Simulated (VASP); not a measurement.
# SnO2 (P4_2/mnm) in VASP: a series of runs

Aim: see how the results for SnO2 move with the level of theory and the settings. Levels: PBE, PBEsol. Tasks: dielectric tensor, vibrations by perturbation theory.

Everything below comes from runs of VASP 6.6.1. Logs are shortened: lines on timing, memory, paths and dates and some standing lists are left out, and cuts for length are marked.

## (1) The cell of the first run

The structure is tetragonal, space group P4_2/mnm (No. 136). Conventional cell: a = 4.760 Å, b = 4.760 Å, c = 3.200 Å, α = 90.00°, β = 90.00°, γ = 90.00°. Sn (site symmetry mmm) has 6 O at 2.06 to 2.07 Å within 2.7 Å. Within 2.7 Å of O (site symmetry m2m) lie 3 Sn at 2.06 to 2.07 Å and 1 O at 2.61 Å.

## (2) Dielectric tensor, PBE

File INCAR:

```
SYSTEM = SnO2
PREC = Accurate
ENCUT = 520
EDIFF = 1E-8
ISMEAR = 0
SIGMA = 0.01
LREAL = .False.
LASPH = .True.
NELM = 60
ALGO = Normal
ISIF = 2
LWAVE = .False.
LCHARG = .False.
GGA = PE
LEPSILON = .True.
```

File KPOINTS:

```
Automatic mesh
0
Gamma
  4 4 6
  0 0 0
```

File POSCAR:

```
SnO2
1.0
    4.7604949007      0.0000000000      0.0000000000
    0.0000000000      4.7604949007      0.0000000000
    0.0000000000      0.0000000000      3.2001628118
Sn O
2 4
Direct
    0.0000000000      0.0000000000      0.0000000000
    0.5000000000      0.5000000000      0.5000000000
    0.3058809150      0.3058809150      0.0000000000
    0.1941190850      0.8058809150      0.5000000000
    0.6941190850      0.6941190850      0.0000000000
    0.8058809150      0.1941190850      0.5000000000
```

Potentials or basis: VASP PAW PBE potentials, release 64 (Sn_d, O).

Run with:

```bash
> cat potpaw_PBE.64/Sn_d/POTCAR potpaw_PBE.64/O/POTCAR > POTCAR
> mpirun -np 1 vasp_std > vasp.out
```

OUTCAR:

```text
SYSTEM = SnO2
   PREC = Accurate
   ENCUT = 520
   EDIFF = 1E-8
   ISMEAR = 0
   LREAL = .False.
   LASPH = .True.
   NELM = 60
   ISIF = 2
   GGA = PE
   LEPSILON = .True.

 ion  position               nearest neighbor table
   1  0.000  0.000  0.000-   3 2.06   5 2.06   4 2.07   6 2.07   4 2.07   6 2.07   2 3.73   2 3.73
                             2 3.73   2 3.73   2 3.73   2 3.73   2 3.73   2 3.73
   2  0.500  0.500  0.500-   4 2.06   6 2.06   5 2.07   3 2.07   3 2.07   5 2.07   1 3.73   1 3.73
                             1 3.73   1 3.73   1 3.73   1 3.73   1 3.73   1 3.73
   3  0.306  0.306  0.000-   1 2.06   2 2.07   2 2.07
   4  0.194  0.806  0.500-   2 2.06   1 2.07   1 2.07
   5  0.694  0.694  0.000-   1 2.06   2 2.07   2 2.07
   6  0.806  0.194  0.500-   2 2.06   1 2.07   1 2.07

  LATTYP: Found a simple tetragonal cell.
 ALAT       =     4.7604949007
 C/A-ratio  =     0.6722332191

  Lattice vectors:

 A1 = (   4.7604949007,   0.0000000000,   0.0000000000)
 A2 = (   0.0000000000,   4.7604949007,   0.0000000000)
 A3 = (   0.0000000000,   0.0000000000,   3.2001628118)

Analysis of symmetry for initial positions (statically):
=====================================================================
 Subroutine PRICEL returns:
 Original cell was already a primitive cell.

 Routine SETGRP: Setting up the symmetry group for a
 simple tetragonal supercell.

 Subroutine GETGRP returns: Found 16 space group operations
 (whereof  8 operations were pure point group operations)
 out of a pool of 16 trial point group operations.

The static configuration has the point symmetry D_2h.
 The point group associated with its full space group is D_4h.

Analysis of symmetry for dynamics (positions and initial velocities):
=====================================================================
 Subroutine PRICEL returns:
 Original cell was already a primitive cell.

 Routine SETGRP: Setting up the symmetry group for a
 simple tetragonal supercell.

 Subroutine GETGRP returns: Found 16 space group operations
 (whereof  8 operations were pure point group operations)
 out of a pool of 16 trial point group operations.

The dynamic configuration has the point symmetry D_2h.
 The point group associated with its full space group is D_4h.

 Subroutine INISYM returns: Found 16 space group operations
 (whereof  8 operations are pure point group operations),
 and found     1 'primitive' translations

----------------------------------------------------------------------------------------

                                     Primitive cell

  volume of cell :      72.5231

  direct lattice vectors                    reciprocal lattice vectors
     4.760494901  0.000000000  0.000000000     0.210062193  0.000000000  0.000000000
     0.000000000  4.760494901  0.000000000     0.000000000  0.210062193  0.000000000
     0.000000000  0.000000000  3.200162812     0.000000000  0.000000000  0.312484101

  length of vectors
     4.760494901  4.760494901  3.200162812     0.210062193  0.210062193  0.312484101

  position of ions in fractional coordinates (direct lattice)
     0.000000000  0.000000000  0.000000000
     0.500000000  0.500000000  0.500000000
     0.305880915  0.305880915  0.000000000
     0.194119085  0.805880915  0.500000000
     0.694119085  0.694119085  0.000000000
     0.805880915  0.194119085  0.500000000

  ion indices of the primitive-cell ions
   primitive index   ion index
                 1           1
                 2           2
                 3           3
                 4           4
                 5           5
                 6           6

[... 106 lines left out ...]
 NGX is ok and might be reduce to    36
   NGX = 17   NGY = 17   NGZ = 11

--------------------------------------- Ionic step        1  -------------------------------------------

 number of electron      52.0000002 magnetization

 E-fermi :   6.1056     XC(G=0): -11.1864

 val. band max:        5.9881624449   @ k =   0.0000   0.0000   0.0000
 cond. band min:       7.0756439313   @ k =   0.0000   0.0000   0.0000
 fundamental gap:      1.0874814865
 Fermi energy:         6.1055767666

 k-point     1 :       0.0000    0.0000    0.0000
  band No.  band energies     occupation
      1     -15.1054      2.00000
      2     -14.3409      2.00000
      3     -14.1031      2.00000
      4     -14.0760      2.00000
      5     -14.0760      2.00000
      6     -14.0096      2.00000
[... 805 lines left out ...]
     30      14.8350      0.00000
     31      16.9232      0.00000

  FORCE on cell =-STRESS in cart. coord.  units (eV):
  Direction    XX          YY          ZZ          XY          YZ          ZX
  --------------------------------------------------------------------------------------
  -------------------------------------------------------------------------------------
  Total        3.4956911      3.4956911      4.3888504      0.0000000      0.0000000      0.0000000
  in kB       77.2266766     77.2266766     96.9583195      0.0000000      0.0000000      0.0000000
  external PRESSURE =      83.8038909 kB  Pullay stress =       0.0000000 kB

 VOLUME and BASIS-vectors are now :
 -----------------------------------------------------------------------------
  energy-cutoff  :      520.00
  volume of cell :       72.52
      direct lattice vectors                 reciprocal lattice vectors
     4.760494901  0.000000000  0.000000000     0.210062193  0.000000000  0.000000000
     0.000000000  4.760494901  0.000000000     0.000000000  0.210062193  0.000000000
     0.000000000  0.000000000  3.200162812     0.000000000  0.000000000  0.312484101

 POSITION                                       TOTAL-FORCE (eV/Angst)
 -----------------------------------------------------------------------------------
      0.00000      0.00000      0.00000         0.000000     -0.000000     -0.000000
      2.38025      2.38025      1.60008         0.000000     -0.000000     -0.000000
      1.45614      1.45614      0.00000        -0.032980     -0.032980      0.000000
      0.92410      3.83639      1.60008         0.032980     -0.032980      0.000000
      3.30435      3.30435      0.00000         0.032980      0.032980     -0.000000
      3.83639      0.92410      1.60008        -0.032980      0.032980     -0.000000
 -----------------------------------------------------------------------------------
    total drift:                               -0.000000      0.000000      0.000000

  FREE ENERGIE OF THE ION-ELECTRON SYSTEM (eV)
  ---------------------------------------------------
  free  energy   TOTEN  =       -37.2271763133 eV

  energy  without entropy=      -37.2271763133  energy(sigma->0) =      -37.22717631

 HEAD OF MICROSCOPIC STATIC DIELECTRIC TENSOR (INDEPENDENT PARTICLE, excluding Hartree and local field effects)
 ------------------------------------------------------
           4.643611     0.000000     0.000000
           0.000000     4.643611     0.000000
           0.000000     0.000000     4.806845
 ------------------------------------------------------

 Free energy of the ion-electron system (eV)
  ---------------------------------------------------
  ---------------------------------------------------
  free energy    TOTEN  =        -0.76056573 eV

  energy without entropy =       -0.76056573

------------------------ aborting loop because EDIFF is reached ----------------------------------------

--------------------------------------- Ionic step        2  -------------------------------------------

------------------------ aborting loop because EDIFF is reached ----------------------------------------

--------------------------------------- Ionic step        3  -------------------------------------------

 Free energy of the ion-electron system (eV)
  ---------------------------------------------------
  ---------------------------------------------------
  free energy    TOTEN  =        -0.79645674 eV

  energy without entropy =       -0.79645674

------------------------ aborting loop because EDIFF is reached ----------------------------------------

 PIEZOELECTRIC TENSOR FIELD DIRECTION 3  (e Angst)
 -----------------------------------------------------------------------------
     0.00150  0.00000  0.00000           ( -0.00000  0.00000  0.00000)
     0.00000  0.00150  0.00000           (  0.00000 -0.00000  0.00000)
     0.00000  0.00000 -0.00435           (  0.00000  0.00000 -0.00015)

 PIEZOELECTRIC TENSOR FIELD DIRECTION 3  (C/m^2)
 -----------------------------------------------------------------------------
     0.00033  0.00000  0.00000
     0.00000  0.00033  0.00000
     0.00000  0.00000 -0.00096

 MACROSCOPIC STATIC DIELECTRIC TENSOR (including local field effects in DFT)
 ------------------------------------------------------
           4.565613     0.000000     0.000000
           0.000000     4.565613     0.000000
           0.000000     0.000000     4.721338
 ------------------------------------------------------

 PIEZOELECTRIC TENSOR (including local field effects)  for field in x, y, z        (e  Angst)
          XX          YY          ZZ          XY          YZ          ZX
  --------------------------------------------------------------------------------
  x     0.00000     0.00000     0.00000     0.00000     0.00000     0.00000
  y     0.00000     0.00000     0.00000     0.00000     0.00000     0.00000
  z     0.00000     0.00000     0.00000     0.00000     0.00000     0.00000

 PIEZOELECTRIC TENSOR (including local field effects)  for field in x, y, z        (C/m^2)
          XX          YY          ZZ          XY          YZ          ZX
  --------------------------------------------------------------------------------
  x     0.00000     0.00000     0.00000     0.00000     0.00000     0.00000
  y     0.00000     0.00000     0.00000     0.00000     0.00000     0.00000
  z     0.00000     0.00000     0.00000     0.00000     0.00000     0.00000

 BORN EFFECTIVE CHARGES (including local field effects) (in |e|, cummulative output)
 ---------------------------------------------------------------------------------
 ion    1
    1     4.09815     0.46269     0.00000
    2     0.46269     4.09815     0.00000
    3     0.00000     0.00000     4.47355
 ion    2
    1     4.09815    -0.46269     0.00000
    2    -0.46269     4.09815     0.00000
    3     0.00000     0.00000     4.47355
 ion    3
    1    -2.04907    -0.72572     0.00000
    2    -0.72572    -2.04907     0.00000
    3     0.00000     0.00000    -2.23677
 ion    4
    1    -2.04907     0.72572     0.00000
    2     0.72572    -2.04907     0.00000
    3     0.00000     0.00000    -2.23677
 ion    5
    1    -2.04907    -0.72572     0.00000
    2    -0.72572    -2.04907     0.00000
    3     0.00000     0.00000    -2.23677
 ion    6
    1    -2.04907     0.72572     0.00000
    2     0.72572    -2.04907     0.00000
    3     0.00000     0.00000    -2.23677
```

It took 7.1 min on 1 thread of AMD EPYC 7R13 (Zen 3), shared host; peak memory 0.33 GiB.

What came out:

```
Band gap on the k mesh                  : 1.09 eV
Electronic dielectric tensor (diagonal) : 4.57, 4.57, 4.72
Born charges (mean of the diagonal)     : Sn +4.22; O -2.11 e
```

Levels at points of the mesh, in eV from the valence-band top:
```
           k point  band 23  band 24  band 25  band 26  band 27  band 28  band 29  band 30
(0.00, 0.00, 0.00)    -1.24    -0.77    -0.77     0.00     1.09     6.07     6.26     6.26
(0.50, 0.00, 0.00)    -1.20    -1.20    -0.63    -0.63     4.29     4.29     7.03     7.03
(0.50, 0.50, 0.00)    -1.32    -1.32    -0.89    -0.89     4.71     4.71     7.44     7.44
(0.00, 0.00, 0.50)    -1.63    -1.63    -1.24    -1.24     6.03     6.03     9.65     9.65
(0.50, 0.00, 0.50)    -1.08    -1.08    -0.72    -0.72     6.30     6.30     7.94     7.94
(0.50, 0.50, 0.50)    -0.95    -0.95    -0.82    -0.82     4.71     4.71     8.85     8.85
```

Electronic dielectric tensor:
```
4.57 0.00 0.00
0.00 4.57 0.00
0.00 0.00 4.72
```

Born effective charge tensors (e):
atom 1, Sn
```
4.10 0.46 0.00
0.46 4.10 0.00
0.00 0.00 4.47
```
atom 2, Sn
```
 4.10 -0.46  0.00
-0.46  4.10  0.00
 0.00  0.00  4.47
```
atom 3, O
```
-2.05 -0.73  0.00
-0.73 -2.05  0.00
 0.00  0.00 -2.24
```
atom 4, O
```
-2.05  0.73  0.00
 0.73 -2.05  0.00
 0.00  0.00 -2.24
```
atom 5, O
```
-2.05 -0.73  0.00
-0.73 -2.05  0.00
 0.00  0.00 -2.24
```
atom 6, O
```
-2.05  0.73  0.00
 0.73 -2.05  0.00
 0.00  0.00 -2.24
```

Caveat: spin-orbit coupling is left out, which moves the levels of the heavy elements.

## (3) Vibrations by perturbation theory, PBEsol

This run uses another cell than the first one, of 12.18 Å³/atom.

File INCAR:

```
PREC = Accurate
ENCUT = 520
EDIFF = 1E-8
ISMEAR = 0
SIGMA = 0.01
LREAL = F
LASPH = T
NELM = 60
ALGO = Normal
ISIF = 2
LWAVE = F
LCHARG = T
GGA = PS
NBANDS = 35
IBRION = 8
NSW = 1
LEPSILON = T
```

File KPOINTS:

```
regular mesh
0
Gamma
  4 4 6
```

File POSCAR:

```
SnO2
1.0
    4.7692288980      0.0000000000      0.0000000000
    0.0000000000      4.7692288980      0.0000000000
    0.0000000000      0.0000000000      3.2119993406
Sn O
2 4
Direct
    0.0000000000      0.0000000000      0.0000000000
    0.5000000000      0.5000000000      0.5000000000
    0.3062745649      0.3062745649      0.0000000000
    0.1937254351      0.8062745649      0.5000000000
    0.6937254351      0.6937254351      0.0000000000
    0.8062745649      0.1937254351      0.5000000000
```

Potentials or basis: VASP PAW PBE potentials, release 64 (Sn_d, O).

Run with:

```bash
> cat potpaw_PBE.64/Sn_d/POTCAR potpaw_PBE.64/O/POTCAR > POTCAR
> mpirun -np 1 vasp_std > vasp.out
```

OUTCAR:

```text
PREC = Accurate
   ENCUT = 520
   EDIFF = 1E-8
   ISMEAR = 0
   LREAL = F
   LASPH = T
   NELM = 60
   ISIF = 2
   GGA = PS
   IBRION = 8
   NSW = 1
   LEPSILON = T

 ion  position               nearest neighbor table
   1  0.000  0.000  0.000-   3 2.07   5 2.07   4 2.07   6 2.07   4 2.07   6 2.07   2 3.74   2 3.74
                             2 3.74   2 3.74   2 3.74   2 3.74   2 3.74   2 3.74
   2  0.500  0.500  0.500-   4 2.07   6 2.07   5 2.07   3 2.07   3 2.07   5 2.07   1 3.74   1 3.74
[... 1445 lines left out ...]
      1.460694  1.460694  0.000000     0.227551    0.041150   -0.000000
      0.923921  3.845308  1.606000     0.227829    0.042660   -0.000000
      3.308535  3.308535  0.000000     0.227551    0.041150   -0.000000
      3.845308  0.923921  1.606000     0.227829    0.042660   -0.000000

--------------------------------------------------------------------------------------------------------

 MACROSCOPIC STATIC DIELECTRIC TENSOR IONIC CONTRIBUTION
 ------------------------------------------------------
           8.607200     0.000000     0.000000
           0.000000     8.607200    -0.000000
           0.000000    -0.000000     5.212621
 ------------------------------------------------------

 ELASTIC MODULI CONTR FROM IONIC RELAXATION (kBar)
 Direction    XX          YY          ZZ          XY          YZ          ZX
 --------------------------------------------------------------------------------
 XX         -73.7253     47.7202    -49.1344     -0.0000     -0.0000     -0.0000
 YY          47.7202    -73.7253    -49.1344      0.0000      0.0000      0.0000
 ZZ         -49.1344    -49.1344   -185.6706      0.0000      0.0000      0.0000
 XY          -0.0000      0.0000      0.0000    -28.0814      0.0000      0.0000
 YZ          -0.0000      0.0000      0.0000      0.0000   -173.8178     -0.0000
 ZX          -0.0000      0.0000      0.0000      0.0000     -0.0000   -214.3586
 --------------------------------------------------------------------------------

 PIEZOELECTRIC TENSOR IONIC CONTR  for field in x, y, z        (C/m^2)
          XX          YY          ZZ          XY          YZ          ZX
  --------------------------------------------------------------------------------
  x    -0.00000     0.00000    -0.00000    -0.00000     0.00000     0.00000
  y    -0.00000     0.00000    -0.00000    -0.00000     0.00000     0.00000
  z     0.00000    -0.00000    -0.00000     0.00000     0.00000    -0.00000
```

stdout:

```text
POSCAR found type information on POSCAR SnO
 POSCAR found :  2 types and       6 ions
 scaLAPACK will be used
 -----------------------------------------------------------------------------
|                                                                             |
[... 106 lines left out ...]
 LRF_COMMUTATOR internal error: the vector H(1)-e(1) S(1) |phi(0)> is not orthog
 onal to |phi(0)> (2.372093657416752E-004,-1.726396803292118E-014)
 LRF_COMMUTATOR internal error: the vector H(1)-e(1) S(1) |phi(0)> is not orthog
 onal to |phi(0)> (-1.278855716640437E-004,-7.507883204027621E-015)
 LRF_COMMUTATOR internal error: the vector H(1)-e(1) S(1) |phi(0)> is not orthog
 onal to |phi(0)> (1.278854732503221E-004,3.802513859341161E-015)
 LRF_COMMUTATOR internal error: the vector H(1)-e(1) S(1) |ph
```

Wall time 20 min (1 thread of Intel Xeon Platinum 8259CL at 2.50GHz (Skylake/Cascade Lake), shared host); peak memory 0.5 GiB.

What came out:

* Electronic dielectric tensor (diagonal): 4.81, 4.81, 4.87
* Born charges (mean of the diagonal): Sn +4.22; O -2.11 e
* Highest phonon frequency at Γ, LO-TO splitting left out: 738 cm⁻¹

Phonon frequencies in cm⁻¹ (negative: imaginary):
| q point | frequencies |
| --- | --- |
| (0.000, 0.000, 0.000) | -1 -1 0 98 145 219 219 274 274 342 454 458 458 550 582 582 612 738 |

Electronic dielectric tensor:
```
4.81 0.00 0.00
0.00 4.81 0.00
0.00 0.00 4.87
```

Born effective charge tensors (e):
atom 1, Sn
```
4.09 0.47 0.00
0.47 4.09 0.00
0.00 0.00 4.48
```
atom 2, Sn
```
 4.09 -0.47  0.00
-0.47  4.09  0.00
 0.00  0.00  4.48
```
atom 3, O
```
-2.05 -0.74  0.00
-0.74 -2.05  0.00
 0.00  0.00 -2.24
```
atom 4, O
```
-2.05  0.74  0.00
 0.74 -2.05  0.00
 0.00  0.00 -2.24
```
atom 5, O
```
-2.05 -0.74  0.00
-0.74 -2.05  0.00
 0.00  0.00 -2.24
```
atom 6, O
```
-2.05  0.74  0.00
 0.74 -2.05  0.00
 0.00  0.00 -2.24
```

Caveat: the PAW data sets were made with another functional, which shifts forces and pressure a little; spin-orbit coupling is left out, which moves the levels of the heavy elements.
